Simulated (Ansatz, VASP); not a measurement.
## MgS in VASP and in Ansatz

POSCAR

```
MgS
1.0
    3.9463857026      0.0000000000      0.0000000000
   -1.9731928513      3.4176702716      0.0000000000
    0.0000000000      0.0000000000      6.3226335295
Mg S
2 2
Direct
    0.3333333333      0.6666666667     -0.0028727188
    0.6666666667      0.3333333333      0.4971272812
    0.3333333333      0.6666666667      0.3778727188
    0.6666666667      0.3333333333      0.8778727188
```

The input INCAR.step1:

```
SYSTEM = MgS
  PREC = Accurate
  ENCUT = 520
  ISMEAR = 0
  SIGMA = 0.01
  LREAL = .FALSE.
  LASPH = .TRUE.
  NELM = 60
  NBANDS = 16
  GGA = PE
  ALGO = Normal
  EDIFF = 1E-4
  LWAVE = .TRUE.
  LCHARG = .FALSE.
```

Contents of INCAR.step2:

```
SYSTEM = MgS
  PREC = Accurate
  ENCUT = 520
  EDIFF = 1E-6
  ISMEAR = 0
  SIGMA = 0.01
  LREAL = .FALSE.
  LASPH = .TRUE.
  NELM = 60
  ALGO = Normal
  ISIF = 2
  LWAVE = .FALSE.
  LCHARG = .FALSE.
  METAGGA = R2SCAN
  LMIXTAU = .TRUE.
  NBANDS = 16
  ISTART = 1
```

File KPOINTS:

```
Automatic mesh
0
G
  6 6 4
  0 0 0
```

Input for Ansatz:

```yaml
crystal:
  lattice:
    - [3.9463857026, 0.0, 0.0]
    - [-1.9731928513, 3.4176702716, 0.0]
    - [0.0, 0.0, 6.3226335295]
  atoms:
    - { symbol: Mg, position: [0.3333333333, 0.6666666667, -0.0028727188] }
    - { symbol: Mg, position: [0.6666666667, 0.3333333333, 0.4971272812] }
    - { symbol: S, position: [0.3333333333, 0.6666666667, 0.3778727188] }
    - { symbol: S, position: [0.6666666667, 0.3333333333, 0.8778727188] }
kpoints:
  mp_grid: { grid: [6, 6, 4] }
hamiltonian:
  xc: r2scan
scf:
  occupations: { method: fixed }
  n_extra_bands: 5
output:
  forces: true
  stress: true
  eigenvalues: true
```

Alike in both runs: task single point; functional r2SCAN; k mesh 6 × 6 × 4; no spin polarisation.

|  | VASP | Ansatz |
| --- | --- | --- |
| version | VASP 6.6.1 | Ansatz 0.2.0 |
| potentials or method | VASP PAW PBE potentials, release 64 (Mg, S) | plane waves, PAW |
| plane-wave cutoff (eV) | 520 | 500 |
| occupations | gaussian, width 0.01 eV | fixed |
| valence electrons in the cell | 16 | 32 |

Ansatz gave:

```
gap on the k mesh at the Fermi level (eV)                     : 4.48
pressure (GPa)                                                : 4.2
traceless stress, the component that is largest in VASP (GPa) : -0.10
rms of the force components (eV/Å)                            : 0.007
```

What did VASP give for the same quantities?

gap on the k mesh at the Fermi level (eV): 4.47; pressure (GPa): 3.9; traceless stress, the component that is largest in VASP (GPa): -0.09; rms of the force components (eV/Å): 0.005.

VASP's potentials were made for PBE, not for r2SCAN. Atom by atom the forces differ by 0.002 eV/Å (rms over components). VASP's potentials hold 16 valence electrons a cell and Ansatz's 32, so a difference there can come from the potentials and not from the codes.
